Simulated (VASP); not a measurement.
# Al (P6_3/mmc) in VASP: notebook

Runs on Al. Level: PBEsol. Tasks: single point, relaxation of shape and atoms at fixed volume.

Program: VASP 6.6.1. These are calculated values, not measurements. Logs are shortened: lines on timing, memory, paths and dates and some standing lists are left out, and cuts for length are marked.

## 1. The cell of the first run

The structure is hexagonal, space group P6_3/mmc (No. 194). The conventional cell has a = 2.640 Å, b = 2.640 Å, c = 4.322 Å, α = 90.00°, β = 90.00°, γ = 120.00°. Within 3.5 Å of Al (site symmetry -6m2) lie 12 Al at 2.64 Å.

## 2. Single point, PBEsol

Contents of INCAR:

```
ALGO = Normal
EDIFF = 1E-6
ENCUT = 520
GGA = PS
ISIF = 2
ISMEAR = -1
LASPH = True
LCHARG = False
LREAL = False
LWAVE = False
NBANDS = 10
NELM = 80
PREC = Accurate
SIGMA = 0.05
```

Contents of KPOINTS:

```
k-points
0
Gamma
  17 17 9
```

Contents of POSCAR:

```
Al
1.0
    2.6402309988      0.0000000000      0.0000000000
   -1.3201154994      2.2865071168      0.0000000000
    0.0000000000      0.0000000000      4.3224997360
Al
2
Direct
    0.3333333333      0.6666666667      0.2500000000
    0.6666666667      0.3333333333      0.7500000000
```

Potentials or basis: VASP PAW PBE potentials, release 64 (Al).

Run with:

```
$ cat potpaw_PBE.64/Al/POTCAR > POTCAR
$ mpirun -np 1 vasp_std > vasp.out
```

OUTCAR:

```text
EDIFF = 1E-6
   ENCUT = 520
   GGA = PS
   ISIF = 2
   ISMEAR = -1
   LASPH = True
   LREAL = False
   NELM = 80
   PREC = Accurate

 ion  position               nearest neighbor table
   1  0.333  0.667  0.250-   2 2.64   2 2.64   2 2.64   2 2.64   2 2.64   2 2.64
   2  0.667  0.333  0.750-   1 2.64   1 2.64   1 2.64   1 2.64   1 2.64   1 2.64

  LATTYP: Found a hexagonal cell.
 ALAT       =     2.6402309988
 C/A-ratio  =     1.6371672547

  Lattice vectors:

 A1 = (   2.6402309988,   0.0000000000,   0.0000000000)
 A2 = (  -1.3201154994,   2.2865071168,   0.0000000000)
 A3 = (   0.0000000000,   0.0000000000,   4.3224997360)

Analysis of symmetry for initial positions (statically):
=====================================================================
 Subroutine PRICEL returns:
 Original cell was already a primitive cell.

 Routine SETGRP: Setting up the symmetry group for a
 hexagonal supercell.

 Subroutine GETGRP returns: Found 24 space group operations
 (whereof 12 operations were pure point group operations)
 out of a pool of 24 trial point group operations.

The static configuration has the point symmetry D_3d.
 The point group associated with its full space group is D_6h.

Analysis of symmetry for dynamics (positions and initial velocities):
=====================================================================
 Subroutine PRICEL returns:
 Original cell was already a primitive cell.

 Routine SETGRP: Setting up the symmetry group for a
 hexagonal supercell.

 Subroutine GETGRP returns: Found 24 space group operations
 (whereof 12 operations were pure point group operations)
 out of a pool of 24 trial point group operations.

The dynamic configuration has the point symmetry D_3d.
 The point group associated with its full space group is D_6h.

 Subroutine INISYM returns: Found 24 space group operations
 (whereof 12 operations are pure point group operations),
 and found     1 'primitive' translations

----------------------------------------------------------------------------------------

                                     Primitive cell

  volume of cell :      26.0945

  direct lattice vectors                    reciprocal lattice vectors
     2.640230999  0.000000000  0.000000000     0.378754738  0.218674150  0.000000000
    -1.320115499  2.286507117  0.000000000     0.000000000  0.437348300  0.000000000
     0.000000000  0.000000000  4.322499736     0.000000000  0.000000000  0.231347614

  length of vectors
     2.640230999  2.640230999  4.322499736     0.437348300  0.437348300  0.231347614

  position of ions in fractional coordinates (direct lattice)
     0.333333333  0.666666667  0.250000000
     0.666666667  0.333333333  0.750000000

  ion indices of the primitive-cell ions
   primitive index   ion index
                 1           1
                 2           2

----------------------------------------------------------------------------------------

 KPOINTS: k-points

Automatic generation of k-mesh.
 Grid dimensions read from file:
 generate k-points for:   17   17    9

 Generating k-lattice:

  Cartesian coordinates                     Fractional coordinates (reciprocal lattice)
     0.022279690  0.012863185  0.000000000     0.058823529  0.000000000  0.000000000
     0.000000000  0.025726371  0.000000000     0.000000000  0.058823529  0.000000000
     0.000000000  0.000000000  0.025705290     0.000000000  0.000000000  0.111111111

  Length of vectors
     0.025726371  0.025726371  0.025705290

  Shift w.r.t. Gamma in fractional coordinates (k-lattice)
     0.000000000  0.000000000  0.000000000

 Subroutine IBZKPT returns following result:
 ===========================================

 Found    165 irreducible k-points:

 Following reciprocal coordinates:
            Coordinates               Weight
  0.000000  0.000000  0.000000      1.000000
  0.058824 -0.000000  0.000000      6.000000
  0.117647  0.000000  0.000000      6.000000
  0.176471 -0.000000  0.000000      6.000000
  0.235294  0.000000  0.000000      6.000000
  0.294118 -0.000000  0.000000      6.000000
[... 16 lines left out ...]
  0.411765  0.117647  0.000000     12.000000
  0.176471  0.176471  0.000000      6.000000
 [... further k-points ...]
   k-points           NKPTS =    165   k-points in BZ     NKDIM =    165   number of bands    NBANDS=     10
   number of dos      NEDOS =    301   number of ions     NIONS =      2
   total plane-waves  NPLWV =  12800
   dimension x,y,z NGX =    20 NGY =   20 NGZ =   32
   dimension x,y,z NGXF=    40 NGYF=   40 NGZF=   64
   ions per type =               2
   NGX,Y,Z   is equivalent  to a cutoff of  12.59, 12.59, 12.31 a.u.
   NGXF,Y,Z  is equivalent  to a cutoff of  25.19, 25.19, 24.61 a.u.
 SYSTEM =  unknown system
   PREC   = accura    normal or accurate (medium, high low for compatibility)
   ISTART =      0    job   : 0-new  1-cont  2-samecut
   ICHARG =      2    charge: 1-file 2-atom 10-const
   ISPIN  =      1    spin polarized calculation?
   LNONCOLLINEAR =      F non collinear calculations
   LSORBIT =      F    spin-orbit coupling
   LASPH  =      T    aspherical Exc in radial PAW
   ENCUT  =  520.0 eV  38.22 Ry    6.18 a.u.   4.91  4.91  8.04*2*pi/ulx,y,z
   NELM   =     80;   NELMIN=  2; NELMDL= -5     # of ELM steps
   EDIFF  = 0.1E-05   stopping-criterion for ELM
   LREAL  =      F    real-space projection
[... 7 lines left out ...]
   TEBEG  =    0.0;   TEEND  =   0.0 temperature during run
   PSTRESS=    0.0 pullay stress
   NELECT =       6.0000    total number of electrons
   NUPDOWN=      -1.0000    fix difference up-down
   EMIN   =  10.00;   EMAX   =-10.00  energy-range for DOS
   EFERMI =   0.00;   METHOD = LEGACY
   ISMEAR =    -1;   SIGMA  =   0.05  broadening in eV -4-tet -1-fermi 0-gaus
   EFERMI_NEDOS =   21; number of points for ismear=-14 and -15
   IALGO  =     38    algorithm
   IMIX   =      4    mixing-type and parameters
     AMIX     =   0.40;   BMIX     =  1.00
     AMIX_MAG =   1.60;   BMIX_MAG =  1.00
  volume/ion in A,a.u.               =      13.05        88.05
  Fermi-wavevector in a.u.,A,eV,Ry     =   1.002941  1.895284 13.685976  1.005891
  Thomas-Fermi vector in A             =   2.135461
   LORBIT       =      0    0 simple, 1 ext, 2 COOP (PROOUT), +10 PAW based schemes
   GGA     = PS    functional components
   LHFCALC =     F    Hartree Fock is set to
   AEXX    =    0.0000 exact exchange contribution
   IVDW    =     0    specifies the selected vdW correction
   LEPSILON=     F    determine dielectric tensor
   LRPA    =     F    only Hartree local field effects (RPA)
 non-spin polarized calculation
  energy-cutoff  :      520.00
  volume of cell :       26.09
 maximum number of plane-waves:       722
 NGX is ok and might be reduce to    20
   NGX =  9   NGY =  9   NGZ = 17

 number of electron       6.0000000 magnetization

 Free energy of the ion-electron system (eV)
  ---------------------------------------------------
  ext. energy  EPLUGINS =         0.00000000
  ---------------------------------------------------
  free energy    TOTEN  =        -7.64208647 eV

  energy without entropy =       -7.63667178  energy(sigma->0) =       -7.63937913

 E-fermi :  10.6616     XC(G=0): -11.1474

 val. band max:       10.6462103956   @ k =   0.1765   0.1176   0.2222
 cond. band min:      10.7007973113   @ k =   0.3529   0.1176   0.3333
 fundamental gap:      0.0545869157
 Fermi energy:        10.6616426025

 k-point     1 :       0.0000    0.0000    0.0000
  band No.  band energies     occupation
      1      -2.2285      2.00000
      2       5.0458      2.00000
      3       5.8585      2.00000
      4      22.9601      0.00000
      5      22.9601      0.00000
      6      23.2787      0.00000
      7      23.2787      0.00000
      8      23.9285      0.00000
      9      27.1955      0.00000
     10      28.0845      0.00000

 k-point     2 :       0.0588   -0.0000    0.0000
  band No.  band energies     occupation
      1      -2.1307      2.00000
      2       5.1343      2.00000
      3       5.9514      2.00000
      4      20.9467      0.00000
      5      21.8673      0.00000
      6      22.9781      0.00000
      7      24.4842      0.00000
      8      24.8010      0.00000
      9      27.2718      0.00000
     10      28.0210      0.00000

 k-point     3 :       0.1176    0.0000    0.0000
  band No.  band energies     occupation
      1      -1.8381      2.00000
      2       5.4002      2.00000
      3       6.2278      2.00000
      4      18.4470      0.00000
      5      20.7758      0.00000
      6      21.8726      0.00000
      7      24.9432      0.00000
      8      24.9839      0.00000
      9      25.7769      0.00000
     10      27.0160      0.00000

 k-point     4 :       0.1765   -0.0000    0.0000
  band No.  band energies     occupation
      1      -1.3521      2.00000
      2       5.8436      2.00000
      3       6.6798      2.00000
      4      15.9926      0.00000
      5      19.8361      0.00000
      6      20.5823      0.00000
      7      22.5063      0.00000
      8      24.0348      0.00000
      9      25.9887      0.00000
     10      26.2542      0.00000

 k-point     5 :       0.2353    0.0000    0.0000
  band No.  band energies     occupation
      1      -0.6755      2.00000
      2       6.4651      2.00000
      3       7.2871      2.00000
      4      13.6773      0.00000
      5      19.0531      0.00000
      6      19.1993      0.00000
      7      20.1507      0.00000
      8      22.7287      0.00000
      9      25.0950      0.00000
     10      25.9166      0.00000

 k-point     6 :       0.2941   -0.0000    0.0000
  band No.  band energies     occupation
      1       0.1882      2.00000
      2       7.2651      2.00000
      3       7.9778      2.00000
      4      11.5910      0.00000
      5      17.7344      0.00000
      6      17.9343      0.00000
      7      18.4276      0.00000
      8      21.5980      0.00000
      9      24.3629      0.00000
     10      25.4947      0.00000

 k-point     7 :       0.3529   -0.0000    0.0000
  band No.  band energies     occupation
      1       1.2342      2.00000
      2       8.2439      2.00000
      3       8.2439      2.00000
      4      10.2424      1.99954
      5      15.8812      0.00000
      6      16.2182      0.00000
      7      17.9593      0.00000
      8      20.7577      0.00000
      9      23.8070      0.00000
     10      25.1497      0.00000

 k-point     8 :       0.4118   -0.0000    0.0000
  band No.  band energies     occupation
      1       2.4560      2.00000
      2       7.0035      2.00000
      3       9.3998      2.00000
      4      10.7042      0.59864
      5      14.0045      0.00000
      6      14.7096      0.00000
      7      17.6475      0.00000
      8      20.2123      0.00000
      9      23.4337      0.00000
     10      24.9132      0.00000

 k-point     9 :       0.4706    0.0000    0.0000
  band No.  band energies     occupation
      1       3.8432      2.00000
      2       5.3845      2.00000
      3      10.7128      0.52876
      4      11.8085      0.00000
      5      12.3298      0.00000
      6      13.2950      0.00000
      7      17.4918      0.00000
      8      19.9449      0.00000
      9      23.2464      0.00000
     10      24.7938      0.00000
[... 118 lines left out ...]
 k-point    19 :       0.1765    0.1176    0.0000
  band No.  band energies     occupation
      1      -0.3868      2.00000
      2       6.7316      2.00000
      3       7.5424      2.00000
      4      13.8505      0.00000
      5      15.4472      0.00000
      6      20.2939      0.00000
      7      21.2475      0.00000
      8      22.1738      0.00000
      9      23.1690      0.00000
     10      24.6650      0.00000

 k-point    20 :       0.2353    0.1176    0.0000
  band No.  band energies     occupation
      1       0.4745      2.00000
      2       7.5320      2.00000
      3       8.2190      2.00000
      4      11.7975      0.00000
      5      14.6646      0.00000
      6      18.1612      0.00000
      7      19.5027      0.00000
      8      21.3595      0.00000
      9      22.6310      0.00000
     10      24.1655      0.00000

 k-point    21 :       0.2941    0.1176    0.0000
  band No.  band energies     occupation
      1       1.5176      2.00000
      2       8.4920      2.00000
      3       8.5110      2.00000
      4      10.4188      1.98458
      5      14.0244      0.00000
      6      16.1340      0.00000
      7      17.8796      0.00000
      8      20.7823      0.00000
      9      22.2070      0.00000
     10      23.7152      0.00000

 k-point    22 :       0.3529    0.1176    0.0000
  band No.  band energies     occupation
      1       2.7359      2.00000
      2       7.2685      2.00000
      3       9.6667      2.00000
      4      10.7930      0.13478
      5      13.4359      0.00000
      6      14.2674      0.00000
      7      16.5359      0.00000
      8      20.4040      0.00000
      9      21.9157      0.00000
     10      23.3966      0.00000

 k-point    23 :       0.4118    0.1176    0.0000
  band No.  band energies     occupation
      1       4.1188      2.00000
      2       5.6556      2.00000
      3      10.9776      0.00360
      4      11.7330      0.00000
      5      12.5984      0.00000
      6      12.7443      0.00000
      7      15.7329      0.00000
      8      20.2160      0.00000
      9      21.7677      0.00000
     10      23.2334      0.00000

 k-point    24 :       0.1765    0.1765    0.0000
  band No.  band energies     occupation
      1       0.3792      2.00000
      2       7.4431      2.00000
      3       8.1709      2.00000
      4      12.7167      0.00000
      5      13.6083      0.00000
      6      19.1335      0.00000
      7      20.2449      0.00000
      8      20.3196      0.00000
      9      21.7050      0.00000
     10      25.9710      0.00000

 [... further k-points ...]
[... 5 lines left out ...]
  --------------------------------------------------------------------------------------
  -------------------------------------------------------------------------------------
  Total        4.6750272      4.6750272      4.6835469      0.0000000      0.0000000      0.0000000
  in kB      287.0418771    287.0418771    287.5649794      0.0000000      0.0000000      0.0000000
  external PRESSURE =     287.2162445 kB  Pullay stress =       0.0000000 kB

 VOLUME and BASIS-vectors are now :
 -----------------------------------------------------------------------------
  energy-cutoff  :      520.00
  volume of cell :       26.09
      direct lattice vectors                 reciprocal lattice vectors
     2.640230999  0.000000000  0.000000000     0.378754738  0.218674150  0.000000000
    -1.320115499  2.286507117  0.000000000     0.000000000  0.437348300  0.000000000
     0.000000000  0.000000000  4.322499736     0.000000000  0.000000000  0.231347614

 POSITION                                       TOTAL-FORCE (eV/Angst)
 -----------------------------------------------------------------------------------
     -0.00000      1.52434      1.08062         0.000000     -0.000000      0.000000
      1.32012      0.76217      3.24187        -0.000000      0.000000      0.000000
 -----------------------------------------------------------------------------------
    total drift:                               -0.000000      0.000000     -0.000000

  FREE ENERGIE OF THE ION-ELECTRON SYSTEM (eV)
  ---------------------------------------------------
  free  energy   TOTEN  =        -7.6420864734 eV

  energy  without entropy=       -7.6366717847  energy(sigma->0) =       -7.63937913
```

Wall time 34 s (1 thread of AMD EPYC 7R43 (Zen 3), shared host); peak memory 0.12 GiB.

What came out:

| Property | Result |
| --- | --- |
| Free energy | -7.6421 eV |
| Pressure | 28.7 GPa |
| Band gap on the k mesh | zero (band 3 reaches 14.30 eV, above the bottom of band 4 at 7.38 eV) |

Levels at points of the mesh, in eV from the Fermi level:
| k point | band 1 | band 2 | band 3 | band 4 | band 5 | band 6 | band 7 |
| --- | --- | --- | --- | --- | --- | --- | --- |
| (0.00, 0.00, 0.00) | -12.89 | -5.62 | -4.80 | 12.30 | 12.30 | 12.62 | 12.62 |

Caveat: the PAW data sets were made with another functional, which shifts forces and pressure a little.

(Continued in part 2 of 3.)
